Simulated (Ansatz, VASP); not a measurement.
# Two plane-wave programs on SnO

The input POSCAR:

```
SnO
1.0
    3.7986000000      0.0000000000      0.0000000000
    0.0000000000      3.7986000000      0.0000000000
    0.0000000000      0.0000000000      4.8408000000
Sn O
2 2
Direct
    0.5000000000      0.0000000000      0.2369000000
    0.0000000000      0.5000000000      0.7631000000
    0.0000000000      0.0000000000      0.0000000000
    0.5000000000      0.5000000000      0.0000000000
```

The input INCAR.step1:

```
PREC     = Accurate       # precision mode
ENCUT    = 910            # plane-wave cutoff, eV
ISMEAR   = 0              # smearing method
SIGMA    = 0.1            # smearing width, eV
LREAL    = False          # projectors in reciprocal space
LASPH    = True           # aspherical terms in the spheres
NELM     = 120            # most SCF steps
NBANDS   = 28             # bands
GGA      = PE             # functional
ALGO     = Normal         # electronic algorithm
EDIFF    = 1E-5           # SCF threshold, eV
LWAVE    = True           # write WAVECAR
LCHARG   = False          # write CHGCAR
GGA_COMPAT= False
```

INCAR.step2

```
PREC     = Accurate       # precision mode
ENCUT    = 910            # plane-wave cutoff, eV
EDIFF    = 1E-6           # SCF threshold, eV
ISMEAR   = 0              # smearing method
SIGMA    = 0.1            # smearing width, eV
LREAL    = False          # projectors in reciprocal space
LASPH    = True           # aspherical terms in the spheres
NELM     = 120            # most SCF steps
ALGO     = Normal         # electronic algorithm
ISIF     = 2              # what is computed and relaxed
LWAVE    = False          # write WAVECAR
LCHARG   = True           # write CHGCAR
METAGGA  = R2SCAN         # meta-GGA
LMIXTAU  = True         
LELF     = True           # ELF
LVHAR    = True         
NBANDS   = 28             # bands
ISTART   = 1            
GGA_COMPAT= False
```

KPOINTS

```
regular mesh
0
Gamma
  6 6 4
```

Input for Ansatz:

```yaml
crystal:
  lattice:
    - [3.7986, 0.0, 0.0]
    - [0.0, 3.7986, 0.0]
    - [0.0, 0.0, 4.8408]
  atoms:
    - { symbol: Sn, position: [0.5, 0.0, 0.2369] }
    - { symbol: Sn, position: [0.0, 0.5, 0.7631] }
    - { symbol: O, position: [0.0, 0.0, 0.0] }
    - { symbol: O, position: [0.5, 0.5, 0.0] }
basis:
  ecutwfc: 500
kpoints:
  mp_grid: { grid: [6, 6, 4] }
hamiltonian:
  xc: r2scan
scf:
  occupations: { method: gaussian, width: 0.1 }
output:
  forces: true
  stress: true
  eigenvalues: true
```

Alike in both runs: task single point; functional r2SCAN; k mesh 6 × 6 × 4; occupations gaussian, width 0.1 eV; no spin polarisation.

|  | VASP | Ansatz |
| --- | --- | --- |
| version | VASP 6.6.1 | Ansatz 0.2.0 |
| potentials or method | VASP PAW PBE potentials, release 64 (Sn_d, O_h), cutoff 910 eV | scalar-relativistic, plane waves, PAW |
| valence electrons in the cell | 40 | 40 |

```tsv
	VASP	Ansatz	Ansatz less VASP
gap on the k mesh at the Fermi level (eV)	0.18	0.18	-0.009
least direct gap on the mesh (eV)	2.31	2.33	+0.013
rms of the force components (eV/Å)	0.054	0.000	-0.0539
```

VASP's potentials were made for PBE, not for r2SCAN. Atom by atom the forces differ by 0.054 eV/Å (rms over components). The functional is the same, so the differences come from potentials, cutoffs and numerics.

Noted on VASP's run: the cutoff is short for stress, so the pressure is rough.
